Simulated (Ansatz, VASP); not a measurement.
# One calculation of Cd2Se3, two programs

```
Cd Se
1.0
     4.13889    0.00000    0.00000
     0.00000    4.13889    0.00000
     0.00000    0.00000   10.02996
Cd Se
2 3
Direct
  0.00000 0.00000 0.50000
  0.50000 0.50000 0.50000
  0.00000 0.00000 0.00000
  0.00000 0.00000 0.23761
  0.00000 0.00000 0.76239
```

Alike in both runs: functional PBE; k mesh 10 × 10 × 4; occupations gaussian, width 0.1 eV; no spin polarisation.

Ansatz relaxed the structure, and its values are those at the end. VASP's run is a single point on that final structure, the one shown.

|  | VASP | Ansatz |
| --- | --- | --- |
| version | VASP 6.6.1 | Ansatz 0.2.0 |
| potentials or method | VASP PAW PBE potentials, release 64 (Cd, Se), cutoff 520 eV | scalar-relativistic, plane waves, PAW |
| valence electrons in the cell | 42 | 88 |

Ansatz gave:

```
gap on the k mesh at the Fermi level (eV) : none
pressure (GPa)                            : 0.0
rms of the force components (eV/Å)        : 0.003
```

Q: What did VASP give for the same quantities?

A: gap on the k mesh at the Fermi level (eV): none; pressure (GPa): 0.1; rms of the force components (eV/Å): 0.011.

A gap of «none» marks a metal or a gap that the smearing closes. With one functional, cell and mesh, what is left measures potentials, basis and numerics. VASP's potentials hold 42 valence electrons a cell and Ansatz's 88, so a difference there can come from the potentials and not from the codes.
